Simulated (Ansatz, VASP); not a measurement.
# Two plane-wave programs on Cs3SI

```
Cs S I
1.0
     4.56169    2.63369    4.09719
    -4.56169    2.63369    4.09719
     0.00000   -5.26738    4.09719
Cs S I
3 1 1
Direct
  0.39952 0.99673 0.54307
  0.99673 0.54307 0.39952
  0.54307 0.39952 0.99673
  0.49926 0.49926 0.49926
  0.06111 0.06111 0.06111
```

Change from the starting cell: the structure that the rattled cell fell into.

Alike in both runs: functional PBE; k mesh 6 × 6 × 6; occupations gaussian, width 0.02 eV; no spin polarisation.

Ansatz relaxed the structure, and its values are those at the end. VASP's run is a single point on that final structure, the one shown.

```csv
,VASP,Ansatz
version,VASP 6.6.1,Ansatz 0.2.0
potentials or method,"VASP PAW PBE potentials, release 64 (Cs_sv, S, I), cutoff 520 eV","scalar-relativistic, plane waves, PAW"
valence electrons in the cell,40,50
```

```csv
,VASP,Ansatz,Ansatz less VASP
gap on the k mesh at the Fermi level (eV),1.26,1.28,+0.020
least direct gap on the mesh (eV),1.27,1.29,+0.018
pressure (GPa),0.0,0.0,-0.04
rms of the force components (eV/Å),0.003,0.001,-0.0022
```

VASP's potentials hold 40 valence electrons a cell and Ansatz's 50, so a difference there can come from the potentials and not from the codes.

Spin-orbit coupling is off throughout.
